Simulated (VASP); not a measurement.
A run of VASP 6.6.1 is set up as follows.

File INCAR:

```
SYSTEM = Li
PREC     = Accurate       ! precision mode
ENCUT    = 520            ! plane-wave cutoff, eV
EDIFF    = 1E-6           ! SCF threshold, eV
ISMEAR   = -1             ! smearing method
SIGMA    = 0.1            ! smearing width, eV
LREAL    = .False.        ! projectors in reciprocal space
LASPH    = .True.         ! aspherical terms in the spheres
NELM     = 100            ! most SCF steps
ALGO     = Normal         ! electronic algorithm
ISIF     = 2              ! what is computed and relaxed
LWAVE    = .False.        ! write WAVECAR
LCHARG   = .False.        ! write CHGCAR
GGA      = CA             ! functional
NBANDS   = 8              ! bands
```

KPOINTS

```
Automatic mesh
0
Gamma
  22 22 22
  0 0 0
```

POSCAR

```
Li
1.0
    0.0000000000      1.8757205351      1.8757205351
    1.8757205351      0.0000000000      1.8757205351
    1.8757205351      1.8757205351      0.0000000000
Li
1
Direct
    0.0000000000      0.0000000000      0.0000000000
```

Potentials or basis: VASP PAW LDA potentials, release 64 (Li_sv).

Command:

```sh
$ cat potpaw_LDA.64/Li_sv/POTCAR > POTCAR
$ mpirun -np 1 vasp_std > vasp.out
```

Question: What does it give for the band gap on the k mesh?

Answer: Zero (an odd number of electrons rules out a gap without spin polarisation).
